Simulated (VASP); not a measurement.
MgH2:

```
CELL_PARAMETERS angstrom
0.00000 2.26263 2.26263
2.26263 0.00000 2.26263
2.26263 2.26263 0.00000
ATOMIC_POSITIONS crystal
Mg 0.00000 0.00000 0.00000
H 0.25000 0.25000 0.25000
H 0.75000 0.75000 0.75000
```

- Program: VASP 6.6.1
- Task: relaxation of cell and atoms
- Functional: PBE
- Potentials or basis: VASP PAW PBE potentials, release 64 (Mg, H)
- Cutoff: 600 eV
- k mesh: 8 × 8 × 8
- Occupations: gaussian, width 0.1 eV
- Spin: no spin polarisation

At the start: pressure 11.1 GPa; volume 7.72 Å³/atom.

Task: How do energy, volume and symmetry change on relaxing?

Result: Over 4 steps the energy falls by 36.6 meV/atom and the volume is 8.92 Å³/atom (+15.5 %); space group Fm-3m (No. 225, to 0.1 Å) before and after.

Step by step:
```tsv
step	energy change (eV)	largest force (eV/Å)	pressure (GPa)	volume (Å³)
1	0.0000	0.0000	11.07	23.17
2	-0.0871	0.0000	4.49	25.00
3	-0.1075	0.0000	-1.27	27.31
4	-0.1098	0.0000	-0.08	26.75
```

Final structure:
```yaml
crystal:
  lattice:
    - [0.00000, 2.37378, 2.37378]
    - [2.37378, 0.00000, 2.37378]
    - [2.37378, 2.37378, 0.00000]
  atoms:
    - { symbol: Mg, position: [0.00000, 0.00000, 0.00000] }
    - { symbol: H, position: [0.25000, 0.25000, 0.25000] }
    - { symbol: H, position: [0.75000, 0.75000, 0.75000] }
```

Caveat: the volume moved by over 15 % at a fixed basis, so the end points are rough.
